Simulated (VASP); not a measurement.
# VO2 (P4_2/mnm) in VASP: notebook

Runs on VO2. Level: PBE. Tasks: single point.

All numbers are computed with VASP 6.6.1; they aren't measurements. Logs are shortened: lines on timing, memory, paths and dates and some standing lists are left out, and cuts for length are marked.

### 1 The cell of the first run

Symmetry: P4_2/mnm, No. 136, tetragonal system. Conventional cell: a = 4.652 Å, b = 4.652 Å, c = 2.865 Å, α = 90.00°, β = 90.00°, γ = 90.00°. Within 2.6 Å of V (site symmetry mmm) lie 6 O at 1.94 to 1.99 Å. O (site symmetry m2m) has 3 V at 1.94 to 1.99 Å and 11 O at 2.61 to 2.86 Å within 2.9 Å.

### 2 Single point, PBE, collinear spin, ferromagnetic start (10.33 Å³/atom)

File INCAR:

```
SYSTEM = VO2
PREC     = Accurate       ! precision mode
ENCUT    = 600            ! plane-wave cutoff, eV
EDIFF    = 1E-6           ! SCF threshold, eV
ISMEAR   = 0              ! smearing method
SIGMA    = 0.05           ! smearing width, eV
LREAL    = .False.        ! projectors in reciprocal space
LASPH    = .True.         ! aspherical terms in the spheres
NELM     = 200            ! most SCF steps
ALGO     = Normal         ! electronic algorithm
ISIF     = 2              ! what is computed and relaxed
LWAVE    = .False.        ! write WAVECAR
LCHARG   = .False.        ! write CHGCAR
ISPIN    = 2              ! spin polarisation
MAGMOM   = 0.93 0.93 0 0 0 0 ! initial moments
LORBIT   = 11             ! projections on sites
LMAXMIX  = 4              ! l up to which the mixer works
GGA      = PE             ! functional
NBANDS   = 38             ! bands
GGA_COMPAT= .False.
```

File KPOINTS:

```
Automatic mesh
0
Gamma
  6 6 10
  0 0 0
```

File POSCAR:

```
VO2
1.0
    4.6524820243      0.0000000000      0.0000000000
    0.0000000000      4.6524820243      0.0000000000
    0.0000000000      0.0000000000      2.8646558888
V O
2 4
Direct
    0.0000000000      0.0000000000      0.0000000000
    0.5000000000      0.5000000000      0.5000000000
    0.3019803827      0.3019803827      0.0000000000
    0.1980196173      0.8019803827      0.5000000000
    0.6980196173      0.6980196173      0.0000000000
    0.8019803827      0.1980196173      0.5000000000
```

Potentials or basis: VASP PAW PBE potentials, release 64 (V_sv, O).

Run with:

```console
> cat potpaw_PBE.64/V_sv/POTCAR potpaw_PBE.64/O/POTCAR > POTCAR
> mpirun -np 1 vasp_std > vasp.out
```

OUTCAR:

```text
SYSTEM = VO2
   PREC = Accurate
   ENCUT = 600
   EDIFF = 1E-6
   ISMEAR = 0
   LREAL = .False.
   LASPH = .True.
   NELM = 200
   ISIF = 2
   ISPIN = 2
   LORBIT = 11
   GGA = PE

 ion  position               nearest neighbor table
   1  0.000  0.000  0.000-   4 1.94   6 1.94   4 1.94   6 1.94   5 1.99   3 1.99
   2  0.500  0.500  0.500-   3 1.94   5 1.94   3 1.94   5 1.94   4 1.99   6 1.99
   3  0.302  0.302  0.000-   2 1.94   2 1.94   1 1.99
   4  0.198  0.802  0.500-   1 1.94   1 1.94   2 1.99
   5  0.698  0.698  0.000-   2 1.94   2 1.94   1 1.99
   6  0.802  0.198  0.500-   1 1.94   1 1.94   2 1.99

  LATTYP: Found a simple tetragonal cell.
 ALAT       =     4.6524820243
 C/A-ratio  =     0.6157263744

  Lattice vectors:

 A1 = (   4.6524820243,   0.0000000000,   0.0000000000)
 A2 = (   0.0000000000,   4.6524820243,   0.0000000000)
 A3 = (   0.0000000000,   0.0000000000,   2.8646558888)

Analysis of symmetry for initial positions (statically):
=====================================================================
 Subroutine PRICEL returns:
 Original cell was already a primitive cell.

 Routine SETGRP: Setting up the symmetry group for a
 simple tetragonal supercell.

 Subroutine GETGRP returns: Found 16 space group operations
 (whereof  8 operations were pure point group operations)
 out of a pool of 16 trial point group operations.

The static configuration has the point symmetry D_2h.
 The point group associated with its full space group is D_4h.

Analysis of symmetry for dynamics (positions and initial velocities):
=====================================================================
 Subroutine PRICEL returns:
 Original cell was already a primitive cell.

 Routine SETGRP: Setting up the symmetry group for a
 simple tetragonal supercell.

 Subroutine GETGRP returns: Found 16 space group operations
 (whereof  8 operations were pure point group operations)
 out of a pool of 16 trial point group operations.

The dynamic configuration has the point symmetry D_2h.
 The point group associated with its full space group is D_4h.

Analysis of structural, dynamic, and magnetic symmetry:
=====================================================================
 Subroutine PRICEL returns:
 Original cell was already a primitive cell.

 Routine SETGRP: Setting up the symmetry group for a
 simple tetragonal supercell.

 Subroutine GETGRP returns: Found 16 space group operations
 (whereof  8 operations were pure point group operations)
 out of a pool of 16 trial point group operations.

The overall configuration has the point symmetry D_2h.
 The point group associated with its full space group is D_4h.
[... 145 lines left out ...]

 number of electron      50.0000015 magnetization       1.9996594

 Free energy of the ion-electron system (eV)
  ---------------------------------------------------
  ext. energy  EPLUGINS =         0.00000000
  ---------------------------------------------------
  free energy    TOTEN  =       -51.92374245 eV

  energy without entropy =      -51.92038494  energy(sigma->0) =      -51.92206369

 E-fermi :   5.6863     XC(G=0): -11.4918

 val. band max:        5.6806076164   @ k =   0.3333   0.3333   0.2000
 cond. band min:       5.6918446219   @ k =   0.5000   0.5000   0.5000
 fundamental gap:      0.0112370055
 Fermi energy:         5.6863123556

 spin component 1

 k-point     1 :       0.0000    0.0000    0.0000
  band No.  band energies     occupation
      1     -60.4185      1.00000
      2     -60.4117      1.00000
      3     -34.2223      1.00000
      4     -34.2223      1.00000
      5     -34.1630      1.00000
      6     -34.1536      1.00000
[... 949 lines left out ...]
     36      15.4119      0.00000
     37      18.6672      0.00000

 [... further k-points ...]

 spin component 2

 k-point     1 :       0.0000    0.0000    0.0000
  band No.  band energies     occupation
      1     -59.2958      1.00000
      2     -59.2885      1.00000
      3     -33.1087      1.00000
      4     -33.1087      1.00000
      5     -33.0908      1.00000
      6     -33.0751      1.00000
[... 949 lines left out ...]
     36      15.5173      0.00000
     37      18.9426      0.00000

 [... further k-points ...]

 [bands above 37 left out]

------------------------ aborting loop because EDIFF is reached ----------------------------------------

  FORCE on cell =-STRESS in cart. coord.  units (eV):
  Direction    XX          YY          ZZ          XY          YZ          ZX
  --------------------------------------------------------------------------------------
  -------------------------------------------------------------------------------------
  Total       -2.9210044     -2.9210044     -2.7187668      0.0000000      0.0000000      0.0000000
  in kB      -75.4746193    -75.4746193    -70.2490840      0.0000000      0.0000000      0.0000000
  external PRESSURE =     -73.7327742 kB  Pullay stress =       0.0000000 kB

 VOLUME and BASIS-vectors are now :
 -----------------------------------------------------------------------------
  energy-cutoff  :      600.00
  volume of cell :       62.01
      direct lattice vectors                 reciprocal lattice vectors
     4.652482024  0.000000000  0.000000000     0.214939036  0.000000000  0.000000000
     0.000000000  4.652482024  0.000000000     0.000000000  0.214939036  0.000000000
     0.000000000  0.000000000  2.864655889     0.000000000  0.000000000  0.349082067

 POSITION                                       TOTAL-FORCE (eV/Angst)
 -----------------------------------------------------------------------------------
      0.00000      0.00000      0.00000         0.000000      0.000000      0.000000
      2.32624      2.32624      1.43233         0.000000      0.000000      0.000000
      1.40496      1.40496      0.00000        -0.023779     -0.023779      0.000000
      0.92128      3.73120      1.43233         0.023779     -0.023779      0.000000
      3.24752      3.24752      0.00000         0.023779      0.023779      0.000000
      3.73120      0.92128      1.43233        -0.023779      0.023779      0.000000
 -----------------------------------------------------------------------------------
    total drift:                               -0.000000     -0.000000     -0.000000

  FREE ENERGIE OF THE ION-ELECTRON SYSTEM (eV)
  ---------------------------------------------------
  free  energy   TOTEN  =       -51.9237424482 eV

  energy  without entropy=      -51.9203849380  energy(sigma->0) =      -51.92206369

 total charge

# of ion       s       p       d       tot
------------------------------------------
    1        2.268   6.308   2.859  11.436
    2        2.268   6.308   2.859  11.436
    3        1.567   3.455   0.000   5.022
    4        1.567   3.455   0.000   5.022
    5        1.567   3.455   0.000   5.022
    6        1.567   3.455   0.000   5.022
--------------------------------------------------
tot         10.806  26.435   5.719  42.960

 magnetization (x)

# of ion       s       p       d       tot
------------------------------------------
    1        0.013   0.011   1.040   1.064
    2        0.013   0.011   1.040   1.064
    3       -0.002  -0.059   0.000  -0.061
    4       -0.002  -0.059   0.000  -0.061
    5       -0.002  -0.059   0.000  -0.061
    6       -0.002  -0.059   0.000  -0.061
--------------------------------------------------
tot          0.017  -0.212   2.080   1.886
```

OSZICAR:

```text
N       E                     dE             d eps       ncg     rms          rms(c)
DAV:   1     0.658059410931E+03    0.65806E+03   -0.29010E+04  9128   0.157E+03
DAV:   2    -0.167150431162E+02   -0.67477E+03   -0.62924E+03  9612   0.481E+02
DAV:   3    -0.683642020780E+02   -0.51649E+02   -0.50881E+02 10326   0.144E+02
DAV:   4    -0.690683572596E+02   -0.70416E+00   -0.70309E+00 10168   0.179E+01
DAV:   5    -0.690742726502E+02   -0.59154E-02   -0.59148E-02 10052   0.173E+00    0.447E+01
DAV:   6    -0.571144715321E+02    0.11960E+02   -0.60027E+01 10598   0.729E+01    0.288E+01
DAV:   7    -0.547506469249E+02    0.23638E+01   -0.47470E+01  9310   0.670E+01    0.219E+01
DAV:   8    -0.523859068501E+02    0.23647E+01   -0.36706E+00  9650   0.172E+01    0.783E+00
DAV:   9    -0.519191574518E+02    0.46675E+00   -0.74131E-01 11664   0.859E+00    0.167E+00
DAV:  10    -0.519260246295E+02   -0.68672E-02   -0.13290E-01  9858   0.254E+00    0.177E+00
DAV:  11    -0.519303592937E+02   -0.43347E-02   -0.16634E-02 10092   0.137E+00    0.906E-01
DAV:  12    -0.519239514031E+02    0.64079E-02   -0.24410E-02 10946   0.123E+00    0.203E-01
DAV:  13    -0.519238423418E+02    0.10906E-03   -0.12657E-03 10110   0.260E-01    0.129E-01
DAV:  14    -0.519237394572E+02    0.10288E-03   -0.31543E-04  9948   0.143E-01    0.341E-02
DAV:  15    -0.519237407017E+02   -0.12445E-05   -0.32435E-05 10088   0.379E-02    0.173E-02
DAV:  16    -0.519237430059E+02   -0.23042E-05   -0.53152E-06  8906   0.182E-02    0.113E-02
DAV:  17    -0.519237424482E+02    0.55774E-06   -0.88685E-07  5796   0.844E-03
   1 F= -.51923742E+02 E0= -.51922064E+02  d E =-.335751E-02  mag=     1.9998
```

stdout:

```text
POSCAR found type information on POSCAR V O
 POSCAR found :  2 types and       6 ions
 scaLAPACK will be used
 LDA part: xc-table for (Slater+PW92), standard interpolation
 POSCAR, INCAR and KPOINTS ok, starting setup
 FFT: planning ... GRIDC
 FFT: planning ... GRID_SOFT
 FFT: planning ... GRID
 WAVECAR not read
 entering main loop
```

Wall time 4.4 min (1 thread of Intel Xeon Platinum 8488C (Sapphire Rapids), shared host); peak memory 0.38 GiB.

What came out:

```yaml
Free_energy: -51.9237 eV
Pressure: -7.4 GPa
Largest_force: 0.034 eV/Å
Band_gap_on_the_k_mesh: zero (filled and empty bands overlap)
Net_moment: 2.00 μB per cell
Site_moments: V +1.06; O -0.06 μB
Valence_electrons_inside_the_program's_atomic_spheres: V 11.44; O 5.02
```

Forces on the atoms (eV/Å):
```
V    0.000  0.000  0.000
V    0.000  0.000  0.000
O   -0.024 -0.024  0.000
O    0.024 -0.024  0.000
O    0.024  0.024  0.000
O   -0.024  0.024  0.000
```

Caveat: the cell stands under tension; semilocal functionals often make such compounds metallic where correlation or magnetic order opens a gap, which also shifts bond lengths.

### 3 Single point, PBE, collinear spin, ferromagnetic start (9.74 Å³/atom)

This run uses another cell than the first one, of 9.74 Å³/atom.

File INCAR:

```
  ALGO = Normal
  EDIFF = 1E-6
  ENCUT = 600
  GGA = PE
  GGA_COMPAT = False
  ISIF = 2
  ISMEAR = 0
  ISPIN = 2
  LASPH = True
  LCHARG = False
  LMAXMIX = 4
  LORBIT = 11
  LREAL = False
  LWAVE = False
  MAGMOM = 0.92 0.92 0 0 0 0
  NBANDS = 38
  NELM = 200
  PREC = Accurate
  SIGMA = 0.05
```

File KPOINTS:

```
k-points
0
Gamma
  6 6 10
```

File POSCAR:

```
VO2
1.0
    4.5494606043      0.0000000000      0.0000000000
    0.0000000000      4.5494606043      0.0000000000
    0.0000000000      0.0000000000      2.8230254111
V O
2 4
Direct
    0.0000000000      0.0000000000      0.0000000000
    0.5000000000      0.5000000000      0.5000000000
    0.2992339782      0.2992339782      0.0000000000
    0.2007660218      0.7992339782      0.5000000000
    0.7007660218      0.7007660218      0.0000000000
    0.7992339782      0.2007660218      0.5000000000
```

Potentials or basis: VASP PAW PBE potentials, release 64 (V_sv, O).

Run with:

```console
> cat potpaw_PBE.64/V_sv/POTCAR potpaw_PBE.64/O/POTCAR > POTCAR
> mpirun -np 1 vasp_std > vasp.out
```

Wall time 9.5 min (1 thread of Oxide Virtual Turin-like, shared host); peak memory 0.31 GiB.

It converged, with:

* Free energy: -51.9449 eV
* Pressure: 5.6 GPa
* Largest force: 0.029 eV/Å
* Band gap on the k mesh: zero (filled and empty bands overlap)
* Net moment: 2.00 μB per cell
* Site moments: V +1.04; O -0.05 μB
* Valence electrons inside the program's atomic spheres: V 11.56; O 5.06

Forces in eV/Å, atoms in the order of the input:
```
V    0.000  0.000  0.000
V    0.000  0.000  0.000
O   -0.021 -0.021  0.000
O    0.021 -0.021  0.000
O    0.021  0.021  0.000
O   -0.021  0.021  0.000
```

Stress tensor (GPa, compression positive):
```
5.46 0.00 0.00
0.00 5.46 0.00
0.00 0.00 5.79
```

Levels at points of the mesh, in eV from the Fermi level:
Spin up:
```
           k point  band 24  band 25  band 26  band 27  band 28  band 29
(0.00, 0.00, 0.00)    -1.53    -1.05    -0.82    -0.34    -0.34    -0.26
(0.50, 0.00, 0.00)    -2.23    -0.34    -0.34     0.31     0.31     1.00
(0.50, 0.50, 0.00)    -2.75    -1.03    -1.03    -0.32    -0.32     1.41
(0.00, 0.00, 0.50)    -3.17     0.42     0.42     0.59     0.59     1.04
(0.50, 0.00, 0.50)    -2.56    -0.87    -0.87     0.57     0.57     1.32
(0.50, 0.50, 0.50)    -2.26     0.09     0.09     0.43     0.43     0.58
```
Spin down:
```csv
k point,band 21,band 22,band 23,band 24,band 25,band 26,band 27,band 28
"(0.00, 0.00, 0.00)",-2.16,-2.05,-2.05,-1.53,0.15,0.19,0.78,0.93
"(0.50, 0.00, 0.00)",-3.14,-3.14,-2.30,-2.30,0.76,0.76,1.51,1.51
"(0.50, 0.50, 0.00)",-2.87,-2.87,-2.81,-2.81,0.10,0.10,0.95,0.95
"(0.00, 0.00, 0.50)",-4.00,-4.00,-3.13,-3.13,1.39,1.39,1.77,1.77
"(0.50, 0.00, 0.50)",-3.67,-3.67,-2.66,-2.66,0.30,0.30,1.75,1.75
"(0.50, 0.50, 0.50)",-2.94,-2.94,-2.28,-2.28,1.05,1.05,1.47,1.47
```

Caveat: the cell stands under pressure; semilocal functionals often make such compounds metallic where correlation or magnetic order opens a gap, which also shifts bond lengths.

The gap in the log of VASP goes by the Fermi energy; the results here count the filled bands.